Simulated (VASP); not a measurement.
A run of VASP 6.6.1 is set up as follows.

File INCAR:

```
SYSTEM = SiO2
PREC = Accurate
ENCUT = 520
EDIFF = 1E-7
ISMEAR = -1
SIGMA = 0.03
LREAL = .FALSE.
LASPH = .TRUE.
NELM = 100
ALGO = Normal
ISIF = 2
LWAVE = .FALSE.
LCHARG = .FALSE.
GGA = PS
NBANDS = 25
```

The input KPOINTS:

```
Automatic mesh
0
G
  6 6 9
  0 0 0
```

File POSCAR:

```
SiO2
1.0
    4.1801000000      0.0000000000      0.0000000000
    0.0000000000      4.1801000000      0.0000000000
    0.0000000000      0.0000000000      2.6411220000
Si O
2 4
Direct
    0.0000000000      0.0000000000      0.0000000000
    0.5000000000      0.5000000000      0.5000000000
    0.3067000000      0.3067000000      0.0000000000
    0.1933000000      0.8067000000      0.5000000000
    0.6933000000      0.6933000000      0.0000000000
    0.8067000000      0.1933000000      0.5000000000
```

Potentials or basis: VASP PAW PBE potentials, release 64 (Si, O).

Command:

```console
$ cat potpaw_PBE.64/Si/POTCAR potpaw_PBE.64/O/POTCAR > POTCAR
$ mpirun -np 1 vasp_std > vasp.out
```

Q: Predict the pressure.

A: 8.7 GPa.

Q: Predict the largest force.

A: 0.261 eV/Å.

Q: What does it give for the band gap on the k mesh?

A: 5.80 eV, direct.

Stress tensor (GPa, compression positive):
```
 6.23  0.00  0.00
 0.00  6.23  0.00
 0.00  0.00 13.55
```

Caveat: the cell differs from its parent crystal (zz strain of -1 %); the PAW data sets were made with another functional, which shifts forces and pressure a little. A k mesh can miss the band edges.
